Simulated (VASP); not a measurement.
# Ba (Cmmm) in VASP: single point with PBE

Aim: the single point of Ba with PBE.

All numbers are computed with VASP 6.6.1; they aren't measurements. Logs are shortened: lines on timing, memory, paths and dates and some standing lists are left out, and cuts for length are marked.

### Step 1. The cell of the first run

It takes space group Cmmm (No. 65, orthorhombic). Conventional cell: a = 3.910 Å, b = 7.300 Å, c = 5.700 Å, α = 90.00°, β = 90.00°, γ = 90.00°. Within 5.1 Å of Ba (site symmetry mmm) lie 6 Ba at 3.91 to 4.14 Å.

### Step 2. Single point, PBE

File POSCAR:

```
Ba
1.0
    1.9550000000     -3.6500000000      0.0000000000
    1.9550000000      3.6500000000      0.0000000000
    0.0000000000      0.0000000000      5.7000000000
Ba
1
Direct
    0.0000000000      0.0000000000      0.0000000000
```

File INCAR.step1:

```
SYSTEM = Ba
PREC     = Accurate       ! precision mode
ENCUT    = 520            ! plane-wave cutoff, eV
EDIFF    = 1E-6           ! SCF threshold, eV
ISMEAR   = -1             ! smearing method
SIGMA    = 0.03           ! smearing width, eV
LREAL    = .FALSE.        ! projectors in reciprocal space
LASPH    = .TRUE.         ! aspherical terms in the spheres
NELM     = 100            ! most SCF steps
ALGO     = Normal         ! electronic algorithm
ISIF     = 2              ! what is computed and relaxed
LWAVE    = .FALSE.        ! write WAVECAR
LCHARG   = .TRUE.         ! write CHGCAR
GGA      = PE             ! functional
NBANDS   = 11             ! bands
```

File KPOINTS.step1:

```
Automatic mesh
0
G
  11 11 7
  0 0 0
```

File INCAR.step2:

```
SYSTEM = Ba
PREC     = Accurate       ! precision mode
ENCUT    = 520            ! plane-wave cutoff, eV
EDIFF    = 1E-6           ! SCF threshold, eV
ISMEAR   = -5             ! smearing method
SIGMA    = 0.03           ! smearing width, eV
LREAL    = .FALSE.        ! projectors in reciprocal space
LASPH    = .TRUE.         ! aspherical terms in the spheres
NELM     = 100            ! most SCF steps
ALGO     = Normal         ! electronic algorithm
ISIF     = 2              ! what is computed and relaxed
LWAVE    = .FALSE.        ! write WAVECAR
LCHARG   = .FALSE.        ! write CHGCAR
GGA      = PE             ! functional
LORBIT   = 11             ! projections on sites
NBANDS   = 11             ! bands
NEDOS    = 2001           ! points of the DOS
ICHARG   = 11             ! starting density
```

File KPOINTS.step2:

```
Automatic mesh
0
G
  17 17 11
  0 0 0
```

Potentials or basis: VASP PAW PBE potentials, release 64 (Ba_sv).

Command:

```bash
$ cat potpaw_PBE.64/Ba_sv/POTCAR > POTCAR
$ cp INCAR.step1 INCAR
$ cp KPOINTS.step1 KPOINTS
$ mpirun -np 1 vasp_std > vasp.out
$ cp INCAR.step2 INCAR
$ cp KPOINTS.step2 KPOINTS
$ mpirun -np 1 vasp_std > vasp.out
```

OUTCAR:

```text
SYSTEM = Ba
   PREC = Accurate
   ENCUT = 520
   EDIFF = 1E-6
   ISMEAR = -5
   LREAL = .FALSE.
   LASPH = .TRUE.
   NELM = 100
   ISIF = 2
   GGA = PE
   LORBIT = 11
   ICHARG = 11

 ion  position               nearest neighbor table
   1  0.000  0.000  0.000-

  LATTYP: Found a base centered orthorhombic cell.
 ALAT       =     3.9100000000
 B/A-ratio  =     1.8670076726
 C/A-ratio  =     1.4578005115

  Lattice vectors:

 A1 = (   1.9550000000,  -3.6500000000,   0.0000000000)
 A2 = (   1.9550000000,   3.6500000000,   0.0000000000)
 A3 = (   0.0000000000,   0.0000000000,   5.7000000000)

Analysis of symmetry for initial positions (statically):
=====================================================================
 Subroutine PRICEL returns:
 Original cell was already a primitive cell.

 Routine SETGRP: Setting up the symmetry group for a
 base centered orthorhombic supercell.

 Subroutine GETGRP returns: Found  8 space group operations
 (whereof  8 operations were pure point group operations)
 out of a pool of  8 trial point group operations.

The static configuration has the point symmetry D_2h.

Analysis of symmetry for dynamics (positions and initial velocities):
=====================================================================
 Subroutine PRICEL returns:
 Original cell was already a primitive cell.

 Routine SETGRP: Setting up the symmetry group for a
 base centered orthorhombic supercell.

 Subroutine GETGRP returns: Found  8 space group operations
 (whereof  8 operations were pure point group operations)
 out of a pool of  8 trial point group operations.

The dynamic configuration has the point symmetry D_2h.

 Subroutine INISYM returns: Found  8 space group operations
 (whereof  8 operations are pure point group operations),
 and found     1 'primitive' translations

----------------------------------------------------------------------------------------

                                     Primitive cell

  volume of cell :      81.3476

  direct lattice vectors                    reciprocal lattice vectors
     1.955000000 -3.650000000  0.000000000     0.255754476 -0.136986301  0.000000000
     1.955000000  3.650000000  0.000000000     0.255754476  0.136986301  0.000000000
     0.000000000  0.000000000  5.700000000     0.000000000  0.000000000  0.175438596
[... 90 lines left out ...]
   ISIF   =      2    stress and relaxation
   ISYM   =      2    0-nonsym 1-usesym 2-fastsym
   POTIM  = 0.5000    time-step for ionic-motion
   TEBEG  =    0.0;   TEEND  =   0.0 temperature during run
   PSTRESS=    0.0 pullay stress
   NELECT =      10.0000    total number of electrons
   NUPDOWN=      -1.0000    fix difference up-down
   EMIN   =  10.00;   EMAX   =-10.00  energy-range for DOS
   EFERMI =   0.00;   METHOD = LEGACY
   ISMEAR =    -5;   SIGMA  =   0.03  broadening in eV -4-tet -1-fermi 0-gaus
   EFERMI_NEDOS =   21; number of points for ismear=-14 and -15
   IALGO  =     38    algorithm
   IMIX   =      4    mixing-type and parameters
     AMIX     =   0.40;   BMIX     =  1.00
     AMIX_MAG =   1.60;   BMIX_MAG =  1.00
  volume/ion in A,a.u.               =      81.35       548.96
  Fermi-wavevector in a.u.,A,eV,Ry     =   0.814004  1.538245  9.015260  0.662603
  Thomas-Fermi vector in A             =   1.923832
   LORBIT       =     11    0 simple, 1 ext, 2 COOP (PROOUT), +10 PAW based schemes
   GGA     = PE    functional components
   LHFCALC =     F    Hartree Fock is set to
   AEXX    =    0.0000 exact exchange contribution
   IVDW    =     0    specifies the selected vdW correction
   LEPSILON=     F    determine dielectric tensor
   LRPA    =     F    only Hartree local field effects (RPA)
 non-spin polarized calculation
 Fermi weights with tetrahedron method with Bloechl corrections
  energy-cutoff  :      520.00
  volume of cell :       81.35
 maximum number of plane-waves:      2214

 number of electron      10.0000001 magnetization

 Free energy of the ion-electron system (eV)
  ---------------------------------------------------
  ext. energy  EPLUGINS =         0.00000000
  ---------------------------------------------------
  free energy    TOTEN  =        -1.31507177 eV

  energy without entropy =       -1.31507177  energy(sigma->0) =       -1.31507177

 E-fermi :   0.7322     XC(G=0):  -6.4507

 val. band max:        0.7609985715   @ k =  -0.4706   0.2353   0.1818
 cond. band min:       0.7232893072   @ k =  -0.3529   0.1176   0.4545
 fundamental gap:     -0.0377092643
 Fermi energy:         0.7322298054

 k-point     1 :       0.0000    0.0000    0.0000
  band No.  band energies     occupation
      1     -28.4196      2.00000
      2     -13.6667      2.00000
      3     -13.1951      2.00000
      4     -13.1183      2.00000
      5      -1.6200      2.00000
      6       0.7025      1.93179
      7       2.2025      0.00000
      8       3.1619      0.00000
      9       3.8438      0.00000
     10       4.7232      0.00000
     11       5.0267      0.00000
[... 309 lines left out ...]
 k-point    24 :      -0.1176    0.0588    0.0000
  band No.  band energies     occupation
      1     -28.4119      2.00000
      2     -13.6555      2.00000
      3     -13.2607      2.00000
      4     -13.1526      2.00000
      5      -1.4134      2.00000
      6       0.8456      0.00000
      7       2.0860      0.00000
      8       3.2330      0.00000
      9       3.2650      0.00000
     10       4.7961      0.00000
     11       5.4745      0.00000

 [... further k-points ...]

------------------------ aborting loop because EDIFF is reached ----------------------------------------

  FORCE on cell =-STRESS in cart. coord.  units (eV):
  Direction    XX          YY          ZZ          XY          YZ          ZX
  --------------------------------------------------------------------------------------
  -------------------------------------------------------------------------------------
  Total        1.3338587      0.6628431     -1.0598005     -0.0000000      0.0000000      0.0000000
  in kB       26.2709601     13.0549991    -20.8732580     -0.0000000      0.0000000      0.0000000
  external PRESSURE =       6.1509004 kB  Pullay stress =       0.0000000 kB

 VOLUME and BASIS-vectors are now :
 -----------------------------------------------------------------------------
  energy-cutoff  :      520.00
  volume of cell :       81.35
      direct lattice vectors                 reciprocal lattice vectors
     1.955000000 -3.650000000  0.000000000     0.255754476 -0.136986301  0.000000000
     1.955000000  3.650000000  0.000000000     0.255754476  0.136986301  0.000000000
     0.000000000  0.000000000  5.700000000     0.000000000  0.000000000  0.175438596

 POSITION                                       TOTAL-FORCE (eV/Angst)
 -----------------------------------------------------------------------------------
      0.00000      0.00000      0.00000         0.000000      0.000000      0.000000
 -----------------------------------------------------------------------------------
    total drift:                                0.000000     -0.000000     -0.000000

  FREE ENERGIE OF THE ION-ELECTRON SYSTEM (eV)
  ---------------------------------------------------
  free  energy   TOTEN  =        -1.3150717673 eV

  energy  without entropy=       -1.3150717673  energy(sigma->0) =       -1.31507177

 total charge

# of ion       s       p       d       tot
------------------------------------------
    1        2.073   5.538   0.323   7.933
```

OUTCAR.step1:

```text
SYSTEM = Ba
   PREC = Accurate
   ENCUT = 520
   EDIFF = 1E-6
   ISMEAR = -1
   LREAL = .FALSE.
[... 555 lines left out ...]
 -----------------------------------------------------------------------------------
      0.00000      0.00000      0.00000         0.000000      0.000000      0.000000
 -----------------------------------------------------------------------------------
    total drift:                               -0.000000      0.000000     -0.000000

  FREE ENERGIE OF THE ION-ELECTRON SYSTEM (eV)
  ---------------------------------------------------
  free  energy   TOTEN  =        -1.3161600111 eV

  energy  without entropy=       -1.3060309484  energy(sigma->0) =       -1.31109548
```

OSZICAR.step1:

```text
N       E                     dE             d eps       ncg     rms          rms(c)
DAV:   1     0.601444706616E+02    0.60144E+02   -0.39438E+03  3168   0.716E+02
DAV:   2     0.232549810375E+01   -0.57819E+02   -0.56256E+02  3814   0.133E+02
DAV:   3    -0.136049146332E+01   -0.36860E+01   -0.36421E+01  4073   0.361E+01
DAV:   4    -0.151397234951E+01   -0.15348E+00   -0.15327E+00  4265   0.646E+00
DAV:   5    -0.151833336670E+01   -0.43610E-02   -0.43605E-02  4280   0.883E-01    0.232E+00
DAV:   6    -0.133749509922E+01    0.18084E+00   -0.34572E-01  3558   0.149E+00    0.113E+00
DAV:   7    -0.131533607197E+01    0.22159E-01   -0.15942E-01  3760   0.108E+00    0.297E-01
DAV:   8    -0.131595858059E+01   -0.62251E-03   -0.10586E-02  3574   0.402E-01    0.155E-01
DAV:   9    -0.131607943626E+01   -0.12086E-03   -0.13841E-03  3618   0.202E-01    0.238E-02
DAV:  10    -0.131613617038E+01   -0.56734E-04   -0.75964E-05  4168   0.419E-02    0.115E-02
DAV:  11    -0.131616045223E+01   -0.24282E-04   -0.34978E-05  3648   0.272E-02    0.257E-03
DAV:  12    -0.131616001106E+01    0.44117E-06   -0.16056E-06  4102   0.614E-03
   1 F= -.13161600E+01 E0= -.13110955E+01  d E =-.101291E-01
```

Wall time 6 min (1 thread of Intel Xeon Platinum 8259CL at 2.50GHz (Skylake/Cascade Lake), shared host); peak memory 0.54 GiB.

What came out:

- Valence electrons inside the program's atomic spheres: Ba 7.93

Levels at points of the mesh, in eV from the Fermi level:
| k point | band 1 | band 2 | band 3 | band 4 | band 5 | band 6 | band 7 | band 8 | band 9 | band 10 |
| --- | --- | --- | --- | --- | --- | --- | --- | --- | --- | --- |
| (0.00, 0.00, 0.00) | -29.15 | -14.40 | -13.93 | -13.85 | -2.35 | -0.03 | 1.47 | 2.43 | 3.11 | 3.99 |

Caveat: spin-orbit coupling is left out, which moves the levels of the heavy elements.
